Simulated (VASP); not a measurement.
# TiRuC4N4 (Cmm2) in VASP: single point with PBE

Aim: the single point of TiRuC4N4 with PBE.

All numbers are computed with VASP 6.6.1; they aren't measurements. Logs are shortened: lines on timing, memory, paths and dates and some standing lists are left out, and cuts for length are marked.

### Step 1. The cell of the first run

Symmetry: Cmm2, No. 35, orthorhombic system. Conventional cell: a = 6.100 Å, b = 10.405 Å, c = 4.320 Å, α = 90.00°, β = 90.00°, γ = 90.00°. Ti (site symmetry mm2) has 4 N at 1.96 to 2.04 Å and 2 C at 2.46 Å within 2.6 Å. Ru (site symmetry mm2) has 4 C at 1.91 to 2.01 Å and 2 N at 2.43 Å within 2.5 Å. C (site symmetry m) has 1 N at 1.18 Å within 1.6 Å. Within 1.6 Å of C (site symmetry m) lie 1 N at 1.22 Å. N (site symmetry m) has 1 C at 1.18 Å within 1.6 Å. N (site symmetry m) has 1 C at 1.22 Å within 1.6 Å.

### Step 2. Single point, PBE, collinear spin, ferromagnetic start

The input, INCAR:

```
SYSTEM = TiRuC4N4
  PREC = Accurate
  ENCUT = 600
  EDIFF = 1E-6
  ISMEAR = 0
  SIGMA = 0.1
  LREAL = .FALSE.
  LASPH = .TRUE.
  NELM = 200
  ALGO = Normal
  ISIF = 2
  LWAVE = .FALSE.
  LCHARG = .FALSE.
  ISPIN = 2
  MAGMOM = 0 -0.55 0 0 0 0 0 0 0 0
  LORBIT = 11
  LMAXMIX = 4
  GGA = PE
  NBANDS = 47
  GGA_COMPAT = .FALSE.
```

The input, KPOINTS:

```
Automatic mesh
0
G
  4 4 4
  0 0 0
```

The input, POSCAR:

```
TiRuC4N4
1.0
    3.0501761760     -5.2025331944      0.0000000000
    3.0501761760      5.2025331944      0.0000000000
    0.0000000000      0.0000000000      4.3199377213
Ti Ru C N
1 1 4 4
Direct
    0.0000000000      0.0000000000      0.6947612683
    0.5000000000      0.5000000000      0.7796565865
    0.6931316412      0.3068683588      0.7707587964
    0.7167730567      0.7167730567      0.1000846344
    0.2832269433      0.2832269433      0.1000846344
    0.3068683588      0.6931316412      0.7707587964
    0.8061907370      0.1938092630      0.7691772140
    0.7737669144      0.7737669144      0.3709981775
    0.2262330856      0.2262330856      0.3709981775
    0.1938092630      0.8061907370      0.7691772140
```

Potentials or basis: VASP PAW PBE potentials, release 64 (Ti_sv, Ru_sv, C, N).

On the command line:

```sh
> cat potpaw_PBE.64/Ti_sv/POTCAR potpaw_PBE.64/Ru_sv/POTCAR potpaw_PBE.64/C/POTCAR potpaw_PBE.64/N/POTCAR > POTCAR
> mpirun -np 1 vasp_std > vasp.out
```

OUTCAR:

```text
SYSTEM = TiRuC4N4
   PREC = Accurate
   ENCUT = 600
   EDIFF = 1E-6
   ISMEAR = 0
   LREAL = .FALSE.
   LASPH = .TRUE.
   NELM = 200
   ISIF = 2
   ISPIN = 2
   LORBIT = 11
   GGA = PE

 ion  position               nearest neighbor table
   1  0.000  0.000  0.695-   8 1.96   9 1.96   7 2.04  10 2.04   4 2.46   5 2.46
   2  0.500  0.500  0.780-   4 1.91   5 1.91   3 2.01   6 2.01
   3  0.693  0.307  0.771-   7 1.18   2 2.01
   4  0.717  0.717  0.100-   8 1.22   2 1.91   1 2.46
   5  0.283  0.283  0.100-   9 1.22   2 1.91   1 2.46
   6  0.307  0.693  0.771-  10 1.18   2 2.01
   7  0.806  0.194  0.769-   3 1.18   1 2.04
   8  0.774  0.774  0.371-   4 1.22   1 1.96
   9  0.226  0.226  0.371-   5 1.22   1 1.96
  10  0.194  0.806  0.769-   6 1.18   1 2.04

  LATTYP: Found a base centered orthorhombic cell.
 ALAT       =     6.1003523520
 B/A-ratio  =     1.7056500655
 C/A-ratio  =     0.7081456073

  Lattice vectors:

 A1 = (   3.0501761760,  -5.2025331944,   0.0000000000)
 A2 = (   3.0501761760,   5.2025331944,   0.0000000000)
 A3 = (   0.0000000000,   0.0000000000,   4.3199377213)

Analysis of symmetry for initial positions (statically):
=====================================================================
 Subroutine PRICEL returns:
 Original cell was already a primitive cell.

 Routine SETGRP: Setting up the symmetry group for a
 base centered orthorhombic supercell.

 Subroutine GETGRP returns: Found  4 space group operations
 (whereof  4 operations were pure point group operations)
 out of a pool of  8 trial point group operations.

The static configuration has the point symmetry C_2v.

Analysis of symmetry for dynamics (positions and initial velocities):
=====================================================================
 Subroutine PRICEL returns:
 Original cell was already a primitive cell.

 Routine SETGRP: Setting up the symmetry group for a
 base centered orthorhombic supercell.

 Subroutine GETGRP returns: Found  4 space group operations
 (whereof  4 operations were pure point group operations)
 out of a pool of  8 trial point group operations.

The dynamic configuration has the point symmetry C_2v.

Analysis of structural, dynamic, and magnetic symmetry:
=====================================================================
 Subroutine PRICEL returns:
 Original cell was already a primitive cell.

 Routine SETGRP: Setting up the symmetry group for a
 base centered orthorhombic supercell.
[... 166 lines left out ...]

 E-fermi :   3.3836     XC(G=0):  -9.3421

 val. band max:        3.2779549147   @ k =   0.2500   0.2500   0.5000
 cond. band min:       3.4960481938   @ k =   0.5000  -0.0000   0.5000
 fundamental gap:      0.2180932791
 Fermi energy:         3.3835983221

 spin component 1

 k-point     1 :       0.0000    0.0000    0.0000
  band No.  band energies     occupation
      1     -69.8956      1.00000
      2     -54.6653      1.00000
      3     -39.9874      1.00000
      4     -39.9566      1.00000
      5     -39.8593      1.00000
      6     -31.1166      1.00000
[... 976 lines left out ...]
     43       8.3808      0.00000
     44       8.3940      0.00000
 Fermi energy:         3.3835983221

 spin component 2

 k-point     1 :       0.0000    0.0000    0.0000
  band No.  band energies     occupation
      1     -69.8956      1.00000
      2     -54.6653      1.00000
      3     -39.9875      1.00000
      4     -39.9567      1.00000
      5     -39.8594      1.00000
      6     -31.1166      1.00000
[... 976 lines left out ...]
     43       8.3808      0.00000
     44       8.3940      0.00000
 [bands above 44 left out]

------------------------ aborting loop because EDIFF is reached ----------------------------------------

  FORCE on cell =-STRESS in cart. coord.  units (eV):
  Direction    XX          YY          ZZ          XY          YZ          ZX
  --------------------------------------------------------------------------------------
  -------------------------------------------------------------------------------------
  Total       -0.2260738      0.4135209      0.1440207      0.0000000      0.0000000      0.0000000
  in kB       -2.6418832      4.8323765      1.6830163      0.0000000      0.0000000      0.0000000
  external PRESSURE =       1.2911699 kB  Pullay stress =       0.0000000 kB

 VOLUME and BASIS-vectors are now :
 -----------------------------------------------------------------------------
  energy-cutoff  :      600.00
  volume of cell :      137.10
      direct lattice vectors                 reciprocal lattice vectors
     3.050176176 -5.202533194  0.000000000     0.163924957 -0.096107027  0.000000000
     3.050176176  5.202533194  0.000000000     0.163924957  0.096107027  0.000000000
     0.000000000  0.000000000  4.319937721     0.000000000  0.000000000  0.231484819

 POSITION                                       TOTAL-FORCE (eV/Angst)
 -----------------------------------------------------------------------------------
      0.00000      0.00000      3.00133         0.000000     -0.000000      0.020823
      3.05018      0.00000      3.36807         0.000000     -0.000000      0.041925
      3.05018     -2.00955      3.32963         0.000000      0.329985      0.005809
      4.37257      0.00000      0.43236        -0.079253     -0.000000     -0.178369
      1.72778      0.00000      0.43236         0.079253     -0.000000     -0.178369
      3.05018      2.00955      3.32963         0.000000     -0.329985      0.005809
      3.05018     -3.18593      3.32280         0.000000     -0.290603     -0.001059
      4.72025      0.00000      1.60269         0.037262     -0.000000      0.142245
      1.38010      0.00000      1.60269        -0.037262     -0.000000      0.142245
      3.05018      3.18593      3.32280         0.000000      0.290603     -0.001059
 -----------------------------------------------------------------------------------
    total drift:                               -0.000000     -0.000000     -0.000511

  FREE ENERGIE OF THE ION-ELECTRON SYSTEM (eV)
  ---------------------------------------------------
  free  energy   TOTEN  =       -87.3387164687 eV

  energy  without entropy=      -87.3368043611  energy(sigma->0) =      -87.33776041

 total charge

# of ion       s       p       d       tot
------------------------------------------
    1        2.194   6.224   1.794  10.213
    2        2.198   6.150   5.363  13.711
    3        0.958   1.611   0.000   2.569
    4        0.927   1.597   0.000   2.524
    5        0.927   1.597   0.000   2.524
    6        0.958   1.611   0.000   2.569
    7        1.297   2.621   0.000   3.917
    8        1.281   2.594   0.000   3.875
    9        1.281   2.594   0.000   3.875
   10        1.297   2.621   0.000   3.917
--------------------------------------------------
tot         13.317  29.219   7.157  49.694

 magnetization (x)

# of ion       s       p       d       tot
------------------------------------------
    1        0.000   0.000  -0.000  -0.000
    2        0.000  -0.000   0.000   0.000
    3        0.000   0.000   0.000   0.000
    4        0.000   0.000   0.000   0.000
    5        0.000   0.000   0.000   0.000
    6        0.000   0.000   0.000   0.000
    7       -0.000  -0.000   0.000  -0.000
    8        0.000   0.000   0.000   0.000
    9        0.000   0.000   0.000   0.000
   10       -0.000  -0.000   0.000  -0.000
--------------------------------------------------
tot          0.000   0.000   0.000   0.000
```

OSZICAR:

```text
N       E                     dE             d eps       ncg     rms          rms(c)
DAV:   1     0.704727441296E+03    0.70473E+03   -0.35587E+04  3988   0.150E+03
DAV:   2    -0.226500407578E+02   -0.72738E+03   -0.68411E+03  4259   0.429E+02
DAV:   3    -0.968452307672E+02   -0.74195E+02   -0.71390E+02  5621   0.139E+02
DAV:   4    -0.101352270720E+03   -0.45070E+01   -0.44648E+01  5765   0.292E+01
DAV:   5    -0.101553217839E+03   -0.20095E+00   -0.20086E+00  5366   0.447E+00    0.386E+01
DAV:   6    -0.913455702106E+02    0.10208E+02   -0.44330E+01  5537   0.538E+01    0.153E+01
DAV:   7    -0.877182075693E+02    0.36274E+01   -0.14672E+01  4108   0.318E+01    0.110E+01
DAV:   8    -0.875955665463E+02    0.12264E+00   -0.21293E+00  4784   0.114E+01    0.767E+00
DAV:   9    -0.874095730885E+02    0.18599E+00   -0.64799E-01  5055   0.746E+00    0.306E+00
DAV:  10    -0.873365852381E+02    0.72988E-01   -0.15898E-01  5222   0.361E+00    0.579E-01
DAV:  11    -0.873377749585E+02   -0.11897E-02   -0.24205E-02  4995   0.852E-01    0.564E-01
DAV:  12    -0.873379894556E+02   -0.21450E-03   -0.17245E-03  4878   0.262E-01    0.321E-01
DAV:  13    -0.873387036078E+02   -0.71415E-03   -0.12798E-03  4501   0.256E-01    0.124E-01
DAV:  14    -0.873387373816E+02   -0.33774E-04   -0.20546E-04  4616   0.941E-02    0.505E-02
DAV:  15    -0.873387142110E+02    0.23171E-04   -0.40815E-05  5425   0.471E-02    0.275E-02
DAV:  16    -0.873387143501E+02   -0.13901E-06   -0.18395E-05  4245   0.220E-02    0.130E-02
DAV:  17    -0.873387156643E+02   -0.13142E-05   -0.19063E-06  3489   0.105E-02    0.373E-03
DAV:  18    -0.873387164687E+02   -0.80444E-06   -0.11170E-06  2922   0.614E-03
   1 F= -.87338716E+02 E0= -.87337760E+02  d E =-.191211E-02  mag=    -0.0000
```

Wall time 8.2 min (1 thread of Intel Xeon Platinum 8259CL at 2.50GHz (Skylake/Cascade Lake), shared host); peak memory 0.51 GiB.

What came out:

| Item | Value |
| --- | --- |
| Free energy | -87.3387 eV |
| Pressure | 0.1 GPa |
| Largest force | 0.330 eV/Å |
| Band gap on the k mesh | 0.22 eV (least direct gap 0.29 eV) |
| Net moment | 0.00 μB per cell |
| Valence electrons inside the program's atomic spheres | Ti 10.21; Ru 13.71; C 2.57, 2.52 (each value once); N 3.92, 3.88 (each value once) |

Forces in eV/Å, atoms in the order of the input:
```
Ti   0.000  0.000  0.021
Ru   0.000  0.000  0.042
C    0.000  0.330  0.006
C   -0.079  0.000 -0.178
C    0.079  0.000 -0.178
C    0.000 -0.330  0.006
N    0.000 -0.291 -0.001
N    0.037  0.000  0.142
N   -0.037  0.000  0.142
N    0.000  0.291 -0.001
```

Stress tensor (GPa, compression positive):
```
-0.26  0.00  0.00
 0.00  0.48  0.00
 0.00  0.00  0.17
```

A k mesh can miss the band edges.
